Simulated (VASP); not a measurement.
# La2O3 (Cm) in VASP: notebook

La2O3 is run at these levels: r2SCAN; tasks: single point.

Everything below comes from runs of VASP 6.6.1. Logs are shortened: lines on timing, memory, paths and dates and some standing lists are left out, and cuts for length are marked.

## (1) The cell of the first run

The structure is monoclinic, space group Cm (No. 8). The conventional cell has a = 6.267 Å, b = 10.854 Å, c = 3.300 Å, α = 90.00°, β = 90.00°, γ = 90.00°. Within 3.3 Å of La (site symmetry 1) lie 6 O at 2.43 to 2.47 Å and 2 La at 3.30 Å. Within 3.3 Å of O (site symmetry m) lie 4 La at 2.43 to 2.47 Å and 6 O at 3.13 to 3.30 Å. O (site symmetry 1) has 4 La at 2.45 Å and 6 O at 3.13 to 3.30 Å within 3.3 Å.

## (2) Single point, r2SCAN

POSCAR

```
La2O3
1.0
    6.2667800000      0.0000000000      0.0000000000
   -3.1333900000      5.4271910000      0.0000000000
    0.0000000000      0.0000000000      3.2997660000
La O
2 3
Direct
    0.3333333333      0.6666666667      0.5000000000
    0.6666666667      0.3333333333      0.5000000000
    0.4919860000      0.4919860000      0.0075762948
    0.0000000000      0.5080140000      0.0000000000
    0.5080140000      0.0000000000      0.0000000000
```

INCAR.step1

```
SYSTEM = La2O3
  PREC = Accurate
  ENCUT = 520
  ISMEAR = 0
  SIGMA = 0.01
  LREAL = .False.
  LASPH = .True.
  NELM = 100
  NBANDS = 28
  GGA = PE
  ALGO = Normal
  EDIFF = 1E-4
  LWAVE = .True.
  LCHARG = .False.
```

INCAR.step2

```
SYSTEM = La2O3
  PREC = Accurate
  ENCUT = 520
  EDIFF = 1E-6
  ISMEAR = 0
  SIGMA = 0.01
  LREAL = .False.
  LASPH = .True.
  NELM = 100
  ALGO = Normal
  ISIF = 2
  LWAVE = .False.
  LCHARG = .False.
  METAGGA = R2SCAN
  LMIXTAU = .True.
  NBANDS = 28
  ISTART = 1
```

KPOINTS

```
regular mesh
0
Gamma
  6 6 6
  0 0 0
```

Potentials or basis: VASP PAW PBE potentials, release 64 (La, O).

Started as:

```
cat potpaw_PBE.64/La/POTCAR potpaw_PBE.64/O/POTCAR > POTCAR
cp INCAR.step1 INCAR
mpirun -np 1 vasp_std > vasp.out
cp INCAR.step2 INCAR
mpirun -np 1 vasp_std > vasp.out
```

OUTCAR:

```text
SYSTEM = La2O3
   PREC = Accurate
   ENCUT = 520
   EDIFF = 1E-6
   ISMEAR = 0
   LREAL = .False.
   LASPH = .True.
   NELM = 100
   ISIF = 2
   METAGGA = R2SCAN
   ISTART = 1

 ion  position               nearest neighbor table
   1  0.333  0.667  0.500-   3 2.43   4 2.45   4 2.45   5 2.45   5 2.45   3 2.47   2 3.62   2 3.62
                             2 3.62
   2  0.667  0.333  0.500-   3 2.43   4 2.45   4 2.45   5 2.45   5 2.45   3 2.47   1 3.62   1 3.62
                             1 3.62
   3  0.492  0.492  0.008-   2 2.43   1 2.43   2 2.47   1 2.47
   4  0.000  0.508  0.000-   1 2.45   1 2.45   2 2.45   2 2.45
   5  0.508  0.000  0.000-   2 2.45   2 2.45   1 2.45   1 2.45

  LATTYP: Found a hexagonal cell.
 ALAT       =     6.2667800000
 C/A-ratio  =     0.5265488816

  Lattice vectors:

 A1 = (   6.2667800000,   0.0000000000,   0.0000000000)
 A2 = (  -3.1333900000,   5.4271910000,   0.0000000000)
 A3 = (   0.0000000000,   0.0000000000,   3.2997660000)

Analysis of symmetry for initial positions (statically):
=====================================================================
 Subroutine PRICEL returns:
 Original cell was already a primitive cell.

 Routine SETGRP: Setting up the symmetry group for a
 hexagonal supercell.

 Subroutine GETGRP returns: Found  2 space group operations
 (whereof  2 operations were pure point group operations)
 out of a pool of 24 trial point group operations.

The static configuration has the point symmetry C_1h.

Analysis of symmetry for dynamics (positions and initial velocities):
=====================================================================
 Subroutine PRICEL returns:
 Original cell was already a primitive cell.

 Routine SETGRP: Setting up the symmetry group for a
 hexagonal supercell.

 Subroutine GETGRP returns: Found  2 space group operations
 (whereof  2 operations were pure point group operations)
 out of a pool of 24 trial point group operations.

The dynamic configuration has the point symmetry C_1h.

 Subroutine INISYM returns: Found  2 space group operations
 (whereof  2 operations are pure point group operations),
 and found     1 'primitive' translations

----------------------------------------------------------------------------------------

                                     Primitive cell

  volume of cell :     112.2284

  direct lattice vectors                    reciprocal lattice vectors
     6.266780000  0.000000000  0.000000000     0.159571582  0.092128691  0.000000000
    -3.133390000  5.427191000  0.000000000     0.000000000  0.184257381  0.000000000
     0.000000000  0.000000000  3.299766000     0.000000000  0.000000000  0.303051792

  length of vectors
     6.266780000  6.266780277  3.299766000     0.184257389  0.184257381  0.303051792

  position of ions in fractional coordinates (direct lattice)
     0.333333333  0.666666667  0.500000000
     0.666666667  0.333333333  0.500000000
     0.491986000  0.491986000  0.007576295
     0.000000000  0.508014000  0.000000000
     0.508014000  0.000000000  0.000000000

  ion indices of the primitive-cell ions
   primitive index   ion index
                 1           1
                 2           2
                 3           3
                 4           4
                 5           5

----------------------------------------------------------------------------------------

 KPOINTS: regular mesh

Automatic generation of k-mesh.
 Grid dimensions read from file:
 generate k-points for:    6    6    6

 Generating k-lattice:

  Cartesian coordinates                     Fractional coordinates (reciprocal lattice)
     0.026595264  0.015354782  0.000000000     0.166666667  0.000000000  0.000000000
     0.000000000  0.030709564  0.000000000     0.000000000  0.166666667  0.000000000
     0.000000000  0.000000000  0.050508632     0.000000000  0.000000000  0.166666667

  Length of vectors
     0.030709565  0.030709564  0.050508632

  Shift w.r.t. Gamma in fractional coordinates (k-lattice)
     0.000000000  0.000000000  0.000000000

 Subroutine IBZKPT returns following result:
 ===========================================

 Found     68 irreducible k-points:

 Following reciprocal coordinates:
            Coordinates               Weight
  0.000000  0.000000  0.000000      1.000000
  0.166667  0.000000  0.000000      4.000000
 -0.166667  0.166667  0.000000      2.000000
  0.333333  0.000000  0.000000      4.000000
 -0.333333  0.333333  0.000000      2.000000
  0.500000  0.000000  0.000000      2.000000
[... 16 lines left out ...]
  0.166667  0.166667  0.166667      2.000000
 -0.166667  0.333333  0.166667      4.000000
 [... further k-points ...]
   k-points           NKPTS =     68   k-points in BZ     NKDIM =     68   number of bands    NBANDS=     28
   number of dos      NEDOS =    301   number of ions     NIONS =      5
   total plane-waves  NPLWV =  64512
   dimension x,y,z NGX =    48 NGY =   48 NGZ =   28
   dimension x,y,z NGXF=    96 NGYF=   96 NGZF=   56
   ions per type =               2   3
   NGX,Y,Z   is equivalent  to a cutoff of  12.73, 12.73, 14.11 a.u.
   NGXF,Y,Z  is equivalent  to a cutoff of  25.47, 25.47, 28.21 a.u.
 SYSTEM =  La2O3
   PREC   = accura    normal or accurate (medium, high low for compatibility)
   ISTART =      1    job   : 0-new  1-cont  2-samecut
   ICHARG =      0    charge: 1-file 2-atom 10-const
   ISPIN  =      1    spin polarized calculation?
   LNONCOLLINEAR =      F non collinear calculations
   LSORBIT =      F    spin-orbit coupling
   LASPH  =      T    aspherical Exc in radial PAW
   ENCUT  =  520.0 eV  38.22 Ry    6.18 a.u.  11.65 11.65  6.14*2*pi/ulx,y,z
   NELM   =    100;   NELMIN=  2; NELMDL=  0     # of ELM steps
   EDIFF  = 0.1E-05   stopping-criterion for ELM
   LREAL  =      F    real-space projection
[... 7 lines left out ...]
   TEBEG  =    0.0;   TEEND  =   0.0 temperature during run
   PSTRESS=    0.0 pullay stress
   NELECT =      40.0000    total number of electrons
   NUPDOWN=      -1.0000    fix difference up-down
   EMIN   =  10.00;   EMAX   =-10.00  energy-range for DOS
   EFERMI =   0.00;   METHOD = LEGACY
   ISMEAR =     0;   SIGMA  =   0.01  broadening in eV -4-tet -1-fermi 0-gaus
   EFERMI_NEDOS =   21; number of points for ismear=-14 and -15
   IALGO  =     38    algorithm
   IMIX   =      4    mixing-type and parameters
     AMIX     =   0.40;   BMIX     =  1.00
     AMIX_MAG =   1.60;   BMIX_MAG =  1.00
  volume/ion in A,a.u.               =      22.45       151.47
  Fermi-wavevector in a.u.,A,eV,Ry     =   1.160719  2.193442 18.330716  1.347270
  Thomas-Fermi vector in A             =   2.297299
   LORBIT       =      0    0 simple, 1 ext, 2 COOP (PROOUT), +10 PAW based schemes
   METAGGA = R2SCAN    functional components
   LHFCALC =     F    Hartree Fock is set to
   AEXX    =    0.0000 exact exchange contribution
   IVDW    =     0    specifies the selected vdW correction
   LEPSILON=     F    determine dielectric tensor
   LRPA    =     F    only Hartree local field effects (RPA)
 non-spin polarized calculation
 Gauss-broadening in eV      SIGMA  =   0.01
  energy-cutoff  :      520.00
  volume of cell :      112.23
 maximum number of plane-waves:      3044
 NGX is ok and might be reduce to    48
   NGX = 23   NGY = 23   NGZ = 13

 number of electron      39.9999992 magnetization

 Free energy of the ion-electron system (eV)
  ---------------------------------------------------
  ext. energy  EPLUGINS =         0.00000000
  ---------------------------------------------------
  free energy    TOTEN  =       -94.71686879 eV

  energy without entropy =      -94.71686879  energy(sigma->0) =      -94.71686879

 E-fermi :   3.2253     XC(G=0):  -8.8685

 val. band max:        3.1627398777   @ k =   0.0000   0.0000   0.5000
 cond. band min:       5.0479406300   @ k =   0.0000   0.0000   0.0000
 fundamental gap:      1.8852007522
 Fermi energy:         3.2252743177

 k-point     1 :       0.0000    0.0000    0.0000
  band No.  band energies     occupation
      1     -28.3191      2.00000
      2     -28.0788      2.00000
      3     -15.2543      2.00000
      4     -15.2517      2.00000
      5     -13.6882      2.00000
      6     -11.4009      2.00000
[... 20 lines left out ...]
     27       8.6271      0.00000
     28       8.6284      0.00000

 k-point     2 :       0.1667    0.0000    0.0000
  band No.  band energies     occupation
      1     -28.3054      2.00000
      2     -28.0935      2.00000
      3     -15.2570      2.00000
      4     -15.1830      2.00000
      5     -13.8258      2.00000
      6     -11.3809      2.00000
[... 20 lines left out ...]
     27       8.6370      0.00000
     28       8.6386      0.00000

 k-point     3 :      -0.1667    0.1667    0.0000
  band No.  band energies     occupation
      1     -28.3054      2.00000
      2     -28.0935      2.00000
      3     -15.2551      2.00000
      4     -15.1851      2.00000
      5     -13.8258      2.00000
      6     -11.3806      2.00000
[... 20 lines left out ...]
     27       8.6368      0.00000
     28       8.6394      0.00000

 k-point     4 :       0.3333    0.0000    0.0000
  band No.  band energies     occupation
      1     -28.2699      2.00000
      2     -28.1312      2.00000
      3     -15.2639      2.00000
      4     -14.9987      2.00000
      5     -14.1280      2.00000
      6     -11.3400      2.00000
[... 578 lines left out ...]
     27       8.4911      0.00000
     28       8.5429      0.00000

 k-point    23 :       0.1667    0.1667    0.1667
  band No.  band energies     occupation
      1     -28.1991      2.00000
      2     -28.0492      2.00000
      3     -15.0338      2.00000
      4     -14.9023      2.00000
      5     -14.4702      2.00000
      6     -11.3870      2.00000
[... 20 lines left out ...]
     27       8.4713      0.00000
     28       8.5140      0.00000

 k-point    24 :      -0.1667    0.3333    0.1667
  band No.  band energies     occupation
      1     -28.1991      2.00000
      2     -28.0492      2.00000
      3     -15.0317      2.00000
      4     -14.9045      2.00000
      5     -14.4701      2.00000
      6     -11.3876      2.00000
[... 20 lines left out ...]
     27       8.4714      0.00000
     28       8.5146      0.00000

 [... further k-points ...]

------------------------ aborting loop because EDIFF is reached ----------------------------------------

  FORCE on cell =-STRESS in cart. coord.  units (eV):
  Direction    XX          YY          ZZ          XY          YZ          ZX
  --------------------------------------------------------------------------------------
  -------------------------------------------------------------------------------------
  Total        1.4094986      1.4037386     -0.5805818     -0.0049885      0.0030908      0.0017845
  in kB       20.1220648     20.0398341     -8.2884112     -0.0712159      0.0441249      0.0254756
  external PRESSURE =      10.6244959 kB  Pullay stress =       0.0000000 kB

 VOLUME and BASIS-vectors are now :
 -----------------------------------------------------------------------------
  energy-cutoff  :      520.00
  volume of cell :      112.23
      direct lattice vectors                 reciprocal lattice vectors
     6.266780000  0.000000000  0.000000000     0.159571582  0.092128691  0.000000000
    -3.133390000  5.427191000  0.000000000     0.000000000  0.184257381  0.000000000
     0.000000000  0.000000000  3.299766000     0.000000000  0.000000000  0.303051792

 POSITION                                       TOTAL-FORCE (eV/Angst)
 -----------------------------------------------------------------------------------
     -0.00000      3.61813      1.64988        -0.003256      0.002043      0.027799
      3.13339      1.80906      1.64988         0.003397     -0.001799      0.027799
      1.54158      2.67010      0.02500         0.025732      0.044568     -0.074109
     -1.59181      2.75709      0.00000         0.025860     -0.044805      0.009255
      3.18361      0.00000      0.00000        -0.051733     -0.000007      0.009255
 -----------------------------------------------------------------------------------
    total drift:                               -0.000105     -0.000181     -0.000349

  FREE ENERGIE OF THE ION-ELECTRON SYSTEM (eV)
  ---------------------------------------------------
  free  energy   TOTEN  =       -94.7168687864 eV

  energy  without entropy=      -94.7168687864  energy(sigma->0) =      -94.71686879
```

Run time: 15 min. Hardware: 1 thread of Oxide Virtual Turin-like, shared host; peak memory 0.37 GiB.

What came out:

```
Free energy            : -94.7169 eV
Pressure               : 1.1 GPa
Largest force          : 0.090 eV/Å
Band gap on the k mesh : 1.89 eV (least direct gap 2.42 eV)
```

Forces on the atoms (eV/Å):
```
La  -0.003  0.002  0.028
La   0.003 -0.002  0.028
O    0.026  0.045 -0.074
O    0.026 -0.045  0.009
O   -0.052  0.000  0.009
```

Caveat: the PAW data sets were made with another functional, which shifts forces and pressure a little; spin-orbit coupling is left out, which moves the levels of the heavy elements.

(Continued in part 2 of 2.)
